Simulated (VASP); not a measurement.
A run of VASP 6.6.1:

The input INCAR:

```
SYSTEM = TiO2
PREC = Accurate ; ENCUT = 520
EDIFF = 1E-6 ; ISMEAR = -1
SIGMA = 0.05 ; LREAL = .False.
LASPH = .True. ; NELM = 100
ALGO = Normal ; ISIF = 2
LWAVE = .False. ; LCHARG = .False.
GGA = PE ; NBANDS = 33
```

The input KPOINTS:

```
Automatic mesh
0
Gamma
  7 7 10
  0 0 0
```

Contents of POSCAR:

```
TiO2
1.0
    4.6544543012      0.0000000000      0.0000000000
    0.0000000000      4.6544543012      0.0000000000
    0.0000000000      0.0000000000      2.9979386759
Ti O
2 4
Direct
    0.0000000000      0.0000000000      0.0000000000
    0.5000000000      0.5000000000      0.5000000000
    0.3060000000      0.3060000000      0.0000000000
    0.1940000000      0.8060000000      0.5000000000
    0.6940000000      0.6940000000      0.0000000000
    0.8060000000      0.1940000000      0.5000000000
```

Potentials or basis: VASP PAW PBE potentials, release 64 (Ti_sv, O).

Command:

```sh
$ cat potpaw_PBE.64/Ti_sv/POTCAR potpaw_PBE.64/O/POTCAR > POTCAR
$ mpirun -np 1 vasp_std > vasp.out
```

Hardware: 1 thread of Intel(R) Xeon(R) 6975P-C (Granite Rapids) (shared host).

Q: Estimate the wall time of this run.

A: Run time: 53 s on 1 thread of Intel(R) Xeon(R) 6975P-C (Granite Rapids) (shared host), peak memory 0.23 GiB. Counts: scf iterations 16, k points 60.
